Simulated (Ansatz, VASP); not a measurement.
# InSb: VASP beside Ansatz

```xyz
2
Lattice="0.0000 3.2356 3.2356 3.2356 0.0000 3.2356 3.2356 3.2356 0.0000" Properties=species:S:1:pos:R:3 pbc="T T T"
In    0.0000    0.0000    0.0000
Sb    1.6178    1.6178    1.6178
```

Change from the starting cell: hydrostatic strain -1.3%.

Alike in both runs: task single point; functional r2SCAN; k mesh 6 × 6 × 6; occupations fermi-dirac, width 0.02 eV; no spin polarisation.

|  | VASP | Ansatz |
| --- | --- | --- |
| version | VASP 6.6.1 | Ansatz 0.2.0 |
| potentials or method | VASP PAW PBE potentials, release 64 (In_d, Sb) | plane waves, PAW |
| plane-wave cutoff (eV) | 520 | 500 |
| valence electrons in the cell | 18 | 28 |

```tsv
	VASP	Ansatz	Ansatz less VASP
pressure (GPa)	1.8	1.8	+0.02
```

VASP's potentials were made for PBE, not for r2SCAN. VASP's potentials hold 18 valence electrons a cell and Ansatz's 28, so a difference there can come from the potentials and not from the codes.

Neither program's run includes spin-orbit coupling.
